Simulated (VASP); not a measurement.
Write the native input for VASP 6.6.1 that does the following.

- Task: single point
- Functional: PBE
- Potentials or basis: VASP PAW PBE potentials, release 64 (S, Be)
- Cutoff: 520 eV
- k mesh: 6 × 6 × 6
- Occupations: fermi-dirac, width 0.05 eV
- Spin: no spin polarisation
- Dipole correction: no
- Further INCAR settings: ALGO = Normal; EDIFF = 1e-06; NBANDS = 11

The structure of BeS lies in POSCAR:

```
BeS
1.0
    0.0000000000      2.4250000000      2.4250000000
    2.4250000000      0.0000000000      2.4250000000
    2.4250000000      2.4250000000      0.0000000000
S Be
1 1
Direct
    0.7500000000      0.7500000000      0.7500000000
    0.0000000000      0.0000000000      0.0000000000
```

The input as run:

INCAR

```
SYSTEM = BeS
  PREC = Accurate
  ENCUT = 520
  EDIFF = 1E-6
  ISMEAR = -1
  SIGMA = 0.05
  LREAL = .FALSE.
  LASPH = .TRUE.
  NELM = 80
  ALGO = Normal
  ISIF = 2
  LWAVE = .FALSE.
  LCHARG = .TRUE.
  GGA = PE
  LELF = .TRUE.
  LVHAR = .TRUE.
  NBANDS = 11
```

KPOINTS

```
Automatic mesh
0
G
  6 6 6
  0 0 0
```

Potentials or basis: VASP PAW PBE potentials, release 64 (S, Be).

Command:

```console
$ cat potpaw_PBE.64/S/POTCAR potpaw_PBE.64/Be/POTCAR > POTCAR
$ mpirun -np 1 vasp_std > vasp.out
```

Results of the run:

```
Pressure               : 1.6 GPa
Band gap on the k mesh : 3.11 eV, indirect (least direct gap 5.67 eV)
```

It used 8.8 s of CPU time on 1 thread of AMD EPYC 7R13 Processor (Zen 3), with other jobs on the host.
